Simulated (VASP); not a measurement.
Write the native input for VASP 6.6.1 that does the following.

```
Task                   : single point
Functional             : PBE
Potentials or basis    : VASP PAW PBE potentials, release 64 (Sc_sv, Al)
Cutoff                 : 500 eV
k mesh                 : 10 × 10 × 10
Occupations            : gaussian, width 0.05 eV
Spin                   : no spin polarisation
Dipole correction      : no
Further INCAR settings : ALGO = Normal; EDIFF = 1e-06; NBANDS = 18
```

The structure of ScAl3 lies in POSCAR:

```
ScAl3
1.0
    4.0772128070      0.0000000000      0.0000000000
    0.0000000000      4.0772128070      0.0000000000
    0.0000000000      0.0000000000      4.0772128070
Sc Al
1 3
Direct
    0.0000000000      0.0000000000      0.0000000000
    0.5000000000      0.0000000000      0.5000000000
    0.0000000000      0.5000000000      0.5000000000
    0.5000000000      0.5000000000      0.0000000000
```

This cell differs from its parent crystal: volume scaled by 0.980.

The input as run:

INCAR

```
SYSTEM = ScAl3
  PREC = Accurate
  ENCUT = 500
  EDIFF = 1E-6
  ISMEAR = 0
  SIGMA = 0.05
  LREAL = .FALSE.
  LASPH = .TRUE.
  NELM = 120
  ALGO = Normal
  ISIF = 2
  LWAVE = .FALSE.
  LCHARG = .FALSE.
  GGA = PE
  NBANDS = 18
  GGA_COMPAT = .FALSE.
```

KPOINTS

```
regular mesh
0
G
  10 10 10
  0 0 0
```

Potentials or basis: VASP PAW PBE potentials, release 64 (Sc_sv, Al).

Launch:

```sh
$ cat potpaw_PBE.64/Sc_sv/POTCAR potpaw_PBE.64/Al/POTCAR > POTCAR
$ mpirun -np 1 vasp_std > vasp.out
```

It gave:

* Pressure: 1.8 GPa
* Band gap on the k mesh: zero (band 10 reaches 8.25 eV, above the bottom of band 11 at 4.38 eV)

Wall time 55 s on 1 thread of Intel Xeon 6975P-C (shared host), peak memory 0.21 GiB.
